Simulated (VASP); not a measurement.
# TiH2 (Pn-3m) in VASP: a series of runs

TiH2 is run at these levels: r2SCAN; tasks: single point.

Program: VASP 6.6.1. These are calculated values, not measurements. Logs are shortened: lines on timing, memory, paths and dates and some standing lists are left out, and cuts for length are marked.

## 1. The cell of the first run

Symmetry: Pn-3m, No. 224, cubic system. The conventional cell has a = 3.569 Å, b = 3.569 Å, c = 3.569 Å, α = 90.00°, β = 90.00°, γ = 90.00°. Ti (site symmetry -43m) has 4 H at 1.55 Å within 2.1 Å. H (site symmetry -3m) has 2 Ti at 1.55 Å within 2.1 Å.

## 2. Single point, r2SCAN

File POSCAR:

```
TiH2
1.0
    3.5690007866      0.0000000000      0.0000000000
    0.0000000000      3.5690007866      0.0000000000
    0.0000000000      0.0000000000      3.5690007866
Ti H
2 4
Direct
    0.0000000000      0.0000000000      0.0000000000
    0.5000000000      0.5000000000      0.5000000000
    0.2500000000      0.2500000000      0.2500000000
    0.2500000000      0.7500000000      0.7500000000
    0.7500000000      0.7500000000      0.2500000000
    0.7500000000      0.2500000000      0.7500000000
```

File INCAR.step1:

```
PREC     = Accurate       # precision mode
ENCUT    = 520            # plane-wave cutoff, eV
ISMEAR   = 0              # smearing method
SIGMA    = 0.1            # smearing width, eV
LREAL    = False          # projectors in reciprocal space
LASPH    = True           # aspherical terms in the spheres
NELM     = 60             # most SCF steps
NBANDS   = 23             # bands
GGA      = PE             # functional
ALGO     = Normal         # electronic algorithm
EDIFF    = 1E-4           # SCF threshold, eV
LWAVE    = True           # write WAVECAR
LCHARG   = False          # write CHGCAR
```

File INCAR.step2:

```
PREC     = Accurate       # precision mode
ENCUT    = 520            # plane-wave cutoff, eV
EDIFF    = 1E-7           # SCF threshold, eV
ISMEAR   = 0              # smearing method
SIGMA    = 0.1            # smearing width, eV
LREAL    = False          # projectors in reciprocal space
LASPH    = True           # aspherical terms in the spheres
NELM     = 60             # most SCF steps
ALGO     = Normal         # electronic algorithm
ISIF     = 2              # what is computed and relaxed
LWAVE    = False          # write WAVECAR
LCHARG   = False          # write CHGCAR
METAGGA  = R2SCAN         # meta-GGA
LMIXTAU  = True         
NBANDS   = 23             # bands
ISTART   = 1
```

File KPOINTS:

```
regular mesh
0
Gamma
  6 6 6
```

Potentials or basis: VASP PAW PBE potentials, release 64 (Ti_sv, H).

Command:

```bash
> cat potpaw_PBE.64/Ti_sv/POTCAR potpaw_PBE.64/H/POTCAR > POTCAR
> cp INCAR.step1 INCAR
> mpirun -np 1 vasp_std > vasp.out
> cp INCAR.step2 INCAR
> mpirun -np 1 vasp_std > vasp.out
```

OUTCAR:

```text
PREC = Accurate
   ENCUT = 520
   EDIFF = 1E-7
   ISMEAR = 0
   LREAL = False
   LASPH = True
   NELM = 60
   ISIF = 2
   METAGGA = R2SCAN
   ISTART = 1

 ion  position               nearest neighbor table
   1  0.000  0.000  0.000-   3 1.55   4 1.55   5 1.55   6 1.55
   2  0.500  0.500  0.500-   3 1.55   4 1.55   5 1.55   6 1.55
   3  0.250  0.250  0.250-   1 1.55   2 1.55
   4  0.250  0.750  0.750-   1 1.55   2 1.55
   5  0.750  0.750  0.250-   1 1.55   2 1.55
   6  0.750  0.250  0.750-   1 1.55   2 1.55

  LATTYP: Found a simple cubic cell.
 ALAT       =     3.5690007866

  Lattice vectors:

 A1 = (   3.5690007866,   0.0000000000,   0.0000000000)
 A2 = (   0.0000000000,   3.5690007866,   0.0000000000)
 A3 = (   0.0000000000,   0.0000000000,   3.5690007866)

Analysis of symmetry for initial positions (statically):
=====================================================================
 Subroutine PRICEL returns:
 Original cell was already a primitive cell.

 Routine SETGRP: Setting up the symmetry group for a
 simple cubic supercell.

 Subroutine GETGRP returns: Found 48 space group operations
 (whereof 24 operations were pure point group operations)
 out of a pool of 48 trial point group operations.

The static configuration has the point symmetry T_d .
 The point group associated with its full space group is O_h .

Analysis of symmetry for dynamics (positions and initial velocities):
=====================================================================
 Subroutine PRICEL returns:
 Original cell was already a primitive cell.

 Routine SETGRP: Setting up the symmetry group for a
 simple cubic supercell.

 Subroutine GETGRP returns: Found 48 space group operations
 (whereof 24 operations were pure point group operations)
 out of a pool of 48 trial point group operations.

The dynamic configuration has the point symmetry T_d .
 The point group associated with its full space group is O_h .

 Subroutine INISYM returns: Found 48 space group operations
 (whereof 24 operations are pure point group operations),
 and found     1 'primitive' translations

----------------------------------------------------------------------------------------

                                     Primitive cell

  volume of cell :      45.4611

  direct lattice vectors                    reciprocal lattice vectors
     3.569000787  0.000000000  0.000000000     0.280190468  0.000000000  0.000000000
     0.000000000  3.569000787  0.000000000     0.000000000  0.280190468  0.000000000
     0.000000000  0.000000000  3.569000787     0.000000000  0.000000000  0.280190468

  length of vectors
     3.569000787  3.569000787  3.569000787     0.280190468  0.280190468  0.280190468

  position of ions in fractional coordinates (direct lattice)
     0.000000000  0.000000000  0.000000000
     0.500000000  0.500000000  0.500000000
     0.250000000  0.250000000  0.250000000
     0.250000000  0.750000000  0.750000000
     0.750000000  0.750000000  0.250000000
     0.750000000  0.250000000  0.750000000

  ion indices of the primitive-cell ions
   primitive index   ion index
                 1           1
                 2           2
                 3           3
                 4           4
                 5           5
                 6           6

----------------------------------------------------------------------------------------

 KPOINTS: regular mesh

Automatic generation of k-mesh.
 Grid dimensions read from file:
 generate k-points for:    6    6    6

 Generating k-lattice:

  Cartesian coordinates                     Fractional coordinates (reciprocal lattice)
     0.046698411  0.000000000  0.000000000     0.166666667  0.000000000  0.000000000
     0.000000000  0.046698411  0.000000000     0.000000000  0.166666667  0.000000000
     0.000000000  0.000000000  0.046698411     0.000000000  0.000000000  0.166666667

  Length of vectors
     0.046698411  0.046698411  0.046698411

  Shift w.r.t. Gamma in fractional coordinates (k-lattice)
     0.000000000  0.000000000  0.000000000

 Subroutine IBZKPT returns following result:
 ===========================================

 Found     20 irreducible k-points:

 Following reciprocal coordinates:
            Coordinates               Weight
  0.000000  0.000000  0.000000      1.000000
  0.166667  0.000000  0.000000      6.000000
  0.333333  0.000000  0.000000      6.000000
  0.500000  0.000000  0.000000      3.000000
  0.166667  0.166667  0.000000     12.000000
  0.333333  0.166667  0.000000     24.000000
[... 12 lines left out ...]
  0.500000  0.500000  0.333333      6.000000
  0.500000  0.500000  0.500000      1.000000
   k-points           NKPTS =     20   k-points in BZ     NKDIM =     20   number of bands    NBANDS=     23
   number of dos      NEDOS =    301   number of ions     NIONS =      6
   total plane-waves  NPLWV =  21952
   dimension x,y,z NGX =    28 NGY =   28 NGZ =   28
   dimension x,y,z NGXF=    56 NGYF=   56 NGZF=   56
   ions per type =               2   4
   NGX,Y,Z   is equivalent  to a cutoff of  13.04, 13.04, 13.04 a.u.
   NGXF,Y,Z  is equivalent  to a cutoff of  26.09, 26.09, 26.09 a.u.
 SYSTEM =  unknown system
   PREC   = accura    normal or accurate (medium, high low for compatibility)
   ISTART =      1    job   : 0-new  1-cont  2-samecut
   ICHARG =      0    charge: 1-file 2-atom 10-const
   ISPIN  =      1    spin polarized calculation?
   LNONCOLLINEAR =      F non collinear calculations
   LSORBIT =      F    spin-orbit coupling
   LASPH  =      T    aspherical Exc in radial PAW
   ENCUT  =  520.0 eV  38.22 Ry    6.18 a.u.   6.64  6.64  6.64*2*pi/ulx,y,z
   NELM   =     60;   NELMIN=  2; NELMDL=  0     # of ELM steps
   EDIFF  = 0.1E-06   stopping-criterion for ELM
   LREAL  =      F    real-space projection
   EDIFFG = 0.1E-05   stopping-criterion for IOM
   NSW    =      0    number of steps for IOM
   IBRION =     -1    ionic relax: 0-MD 1-quasi-New 2-CG
   NFREE  =      0    steps in history (QN), initial steepest desc. (CG)
   ISIF   =      2    stress and relaxation
   ISYM   =      2    0-nonsym 1-usesym 2-fastsym
   POTIM  = 0.5000    time-step for ionic-motion
   TEBEG  =    0.0;   TEEND  =   0.0 temperature during run
   PSTRESS=    0.0 pullay stress
   NELECT =      28.0000    total number of electrons
   NUPDOWN=      -1.0000    fix difference up-down
   EMIN   =  10.00;   EMAX   =-10.00  energy-range for DOS
   EFERMI =   0.00;   METHOD = LEGACY
   ISMEAR =     0;   SIGMA  =   0.10  broadening in eV -4-tet -1-fermi 0-gaus
   EFERMI_NEDOS =   21; number of points for ismear=-14 and -15
   IALGO  =     38    algorithm
   IMIX   =      4    mixing-type and parameters
     AMIX     =   0.40;   BMIX     =  1.00
     AMIX_MAG =   1.60;   BMIX_MAG =  1.00
  volume/ion in A,a.u.               =       7.58        51.13
  Fermi-wavevector in a.u.,A,eV,Ry     =   1.392882  2.632165 26.396923  1.940119
  Thomas-Fermi vector in A             =   2.516581
   LORBIT       =      0    0 simple, 1 ext, 2 COOP (PROOUT), +10 PAW based schemes
   METAGGA = R2SCAN    functional components
   LHFCALC =     F    Hartree Fock is set to
   AEXX    =    0.0000 exact exchange contribution
   IVDW    =     0    specifies the selected vdW correction
   LEPSILON=     F    determine dielectric tensor
   LRPA    =     F    only Hartree local field effects (RPA)
 non-spin polarized calculation
 Gauss-broadening in eV      SIGMA  =   0.10
  energy-cutoff  :      520.00
  volume of cell :       45.46
 maximum number of plane-waves:      1253
 NGX is ok and might be reduce to    28
   NGX = 13   NGY = 13   NGZ = 13

 number of electron      28.0000021 magnetization

 Free energy of the ion-electron system (eV)
  ---------------------------------------------------
  ext. energy  EPLUGINS =         0.00000000
  ---------------------------------------------------
  free energy    TOTEN  =       -37.46147939 eV

  energy without entropy =      -37.46044077  energy(sigma->0) =      -37.46096008

 E-fermi :   6.6430     XC(G=0): -11.9362

 val. band max:        6.5736076115   @ k =   0.5000   0.0000   0.0000
 cond. band min:       6.8771465759   @ k =   0.3333   0.3333   0.0000
 fundamental gap:      0.3035389644
 Fermi energy:         6.6429550158

 k-point     1 :       0.0000    0.0000    0.0000
  band No.  band energies     occupation
      1     -52.4649      2.00000
      2     -52.3580      2.00000
      3     -27.8799      2.00000
      4     -27.8799      2.00000
      5     -27.8799      2.00000
      6     -27.5468      2.00000
[... 15 lines left out ...]
     22       9.9448      0.00000
     23      18.4807      0.00000

 k-point     2 :       0.1667    0.0000    0.0000
  band No.  band energies     occupation
      1     -52.4570      2.00000
      2     -52.3644      2.00000
      3     -27.8716      2.00000
      4     -27.8604      2.00000
      5     -27.8604      2.00000
      6     -27.5837      2.00000
[... 15 lines left out ...]
     22      11.2296      0.00000
     23      18.4178      0.00000

 k-point     3 :       0.3333    0.0000    0.0000
  band No.  band energies     occupation
      1     -52.4358      2.00000
      2     -52.3824      2.00000
      3     -27.8387      2.00000
      4     -27.8113      2.00000
      5     -27.8113      2.00000
      6     -27.6732      2.00000
[... 15 lines left out ...]
     22      13.0595      0.00000
     23      18.0800      0.00000
[... 391 lines left out ...]
 k-point    19 :       0.5000    0.5000    0.3333
  band No.  band energies     occupation
      1     -52.4142      2.00000
      2     -52.3906      2.00000
      3     -27.8809      2.00000
      4     -27.8809      2.00000
      5     -27.8022      2.00000
      6     -27.6847      2.00000
[... 15 lines left out ...]
     22      12.5515      0.00000
     23      13.5242      0.00000

 k-point    20 :       0.5000    0.5000    0.5000
  band No.  band energies     occupation
      1     -52.4152      2.00000
      2     -52.3879      2.00000
      3     -27.8246      2.00000
      4     -27.8246      2.00000
      5     -27.8246      2.00000
      6     -27.6891      2.00000
[... 15 lines left out ...]
     22      12.9918      0.00000
     23      13.0789      0.00000

------------------------ aborting loop because EDIFF is reached ----------------------------------------

  FORCE on cell =-STRESS in cart. coord.  units (eV):
  Direction    XX          YY          ZZ          XY          YZ          ZX
  --------------------------------------------------------------------------------------
  -------------------------------------------------------------------------------------
  Total        9.0989321      9.0989321      9.0989321      0.0000000     -0.0000000     -0.0000000
  in kB      320.6720262    320.6720262    320.6720262      0.0000000     -0.0000000     -0.0000000
  external PRESSURE =     320.6720262 kB  Pullay stress =       0.0000000 kB

 VOLUME and BASIS-vectors are now :
 -----------------------------------------------------------------------------
  energy-cutoff  :      520.00
  volume of cell :       45.46
      direct lattice vectors                 reciprocal lattice vectors
     3.569000787  0.000000000  0.000000000     0.280190468  0.000000000  0.000000000
     0.000000000  3.569000787  0.000000000     0.000000000  0.280190468  0.000000000
     0.000000000  0.000000000  3.569000787     0.000000000  0.000000000  0.280190468

 POSITION                                       TOTAL-FORCE (eV/Angst)
 -----------------------------------------------------------------------------------
      0.00000      0.00000      0.00000         0.000000     -0.000000      0.000000
      1.78450      1.78450      1.78450        -0.000000      0.000000     -0.000000
      0.89225      0.89225      0.89225         0.000000     -0.000000     -0.000000
      0.89225      2.67675      2.67675         0.000000     -0.000000      0.000000
      2.67675      2.67675      0.89225        -0.000000     -0.000000     -0.000000
      2.67675      0.89225      2.67675         0.000000      0.000000      0.000000
 -----------------------------------------------------------------------------------
    total drift:                                0.000000      0.000000      0.000000

  FREE ENERGIE OF THE ION-ELECTRON SYSTEM (eV)
  ---------------------------------------------------
  free  energy   TOTEN  =       -37.4614793933 eV

  energy  without entropy=      -37.4604407702  energy(sigma->0) =      -37.46096008
```

Run time: 74 s. Hardware: 1 thread of AMD EPYC 9R45 (Zen 5), shared host; peak memory 0.14 GiB.

Results:

- Free energy: -37.4615 eV
- Pressure: 32.1 GPa
- Band gap on the k mesh: zero (band 14 reaches 6.57 eV, above the bottom of band 15 at 5.51 eV)

Caveat: the PAW data sets were made with another functional, which shifts forces and pressure a little.

(Part 1 of 2 ends here.)
